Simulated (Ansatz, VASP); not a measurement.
Two plane-wave programs on WC

File INCAR:

```
PREC = Accurate ; ENCUT = 520
EDIFF = 1E-8 ; ISMEAR = -1
SIGMA = 0.05 ; LREAL = Auto
LASPH = T ; NELM = 100
ALGO = Normal ; ISIF = 2
LWAVE = F ; LCHARG = F
GGA = PS ; LEFG = T
NBANDS = 86
```

The input KPOINTS:

```
Automatic mesh
0
Gamma
  7 7 6
```

File POSCAR:

```
WC
1.0
    5.8130000000      0.0000000000      0.0000000000
   -2.9065000000      5.0342056722      0.0000000000
    0.0000000000      0.0000000000      5.6732000000
W C
8 8
Direct
    0.0000000000      0.0000000000      0.0000000000
    0.0000000000      0.0000000000      0.5000000000
    0.0000000000      0.5000000000      0.0000000000
    0.0000000000      0.5000000000      0.5000000000
    0.5000000000      0.0000000000      0.0000000000
    0.5000000000      0.0000000000      0.5000000000
    0.5000000000      0.5000000000      0.0000000000
    0.5000000000      0.5000000000      0.5000000000
    0.3333333334      0.1666666666      0.2500000000
    0.3333333334      0.1666666666      0.7500000000
    0.3333333334      0.6666666666      0.2500000000
    0.3333333334      0.6666666666      0.7500000000
    0.8333333334      0.1666666666      0.2500000000
    0.8333333334      0.1666666666      0.7500000000
    0.8333333334      0.6666666666      0.2500000000
    0.8333333334      0.6666666666      0.7500000000
```

Input for Ansatz:

```yaml
crystal:
  lattice:
    - [5.813, 0.0, 0.0]
    - [-2.9065, 5.0342056722, 0.0]
    - [0.0, 0.0, 5.6732]
  atoms:
    - { symbol: W, position: [0.0, 0.0, 0.0] }
    - { symbol: W, position: [0.0, 0.0, 0.5] }
    - { symbol: W, position: [0.0, 0.5, 0.0] }
    - { symbol: W, position: [0.0, 0.5, 0.5] }
    - { symbol: W, position: [0.5, 0.0, 0.0] }
    - { symbol: W, position: [0.5, 0.0, 0.5] }
    - { symbol: W, position: [0.5, 0.5, 0.0] }
    - { symbol: W, position: [0.5, 0.5, 0.5] }
    - { symbol: C, position: [0.3333333334, 0.1666666666, 0.25] }
    - { symbol: C, position: [0.3333333334, 0.1666666666, 0.75] }
    - { symbol: C, position: [0.3333333334, 0.6666666666, 0.25] }
    - { symbol: C, position: [0.3333333334, 0.6666666666, 0.75] }
    - { symbol: C, position: [0.8333333334, 0.1666666666, 0.25] }
    - { symbol: C, position: [0.8333333334, 0.1666666666, 0.75] }
    - { symbol: C, position: [0.8333333334, 0.6666666666, 0.25] }
    - { symbol: C, position: [0.8333333334, 0.6666666666, 0.75] }
kpoints:
  mp_grid: { grid: [7, 7, 6] }
scf:
  occupations: { method: fermi_dirac, width: 0.05 }
hamiltonian:
  xc: pbesol
  pseudopotentials: { kind: paw, azcp: { folder: soft_1 } }
output:
  forces: true
  efg: { contact_densities: true }
  core_levels: { shells: { W: "4f" }, counted_from: fermi_level, add_spin: always }
```

Alike in both runs: task electric field gradients; functional PBEsol; k mesh 7 × 7 × 6; occupations fermi-dirac, width 0.05 eV; no spin polarisation.

|  | VASP | Ansatz |
| --- | --- | --- |
| version | VASP 6.6.1 | Ansatz 0.2.0 |
| potentials or method | VASP PAW PBE potentials, release 64 (W_sv, C) | plane-wave PAW, scalar-relativistic |
| plane-wave cutoff (eV) | 520 | 420 |
| valence electrons in the cell | 144 | 144 |

Ansatz gave:

```
size of Vzz on the site where it differs most (V/Å²) : 134.9
```

**Question.** What did VASP give for the same quantities?

**Answer.** Size of Vzz on the site where it differs most (V/Å²): 138.9.

VASP's potentials were made for PBE, not for PBEsol, and Ansatz warns of the same on its side. The functional is the same, so the differences come from potentials, cutoffs and numerics.

Neither program's run includes spin-orbit coupling.
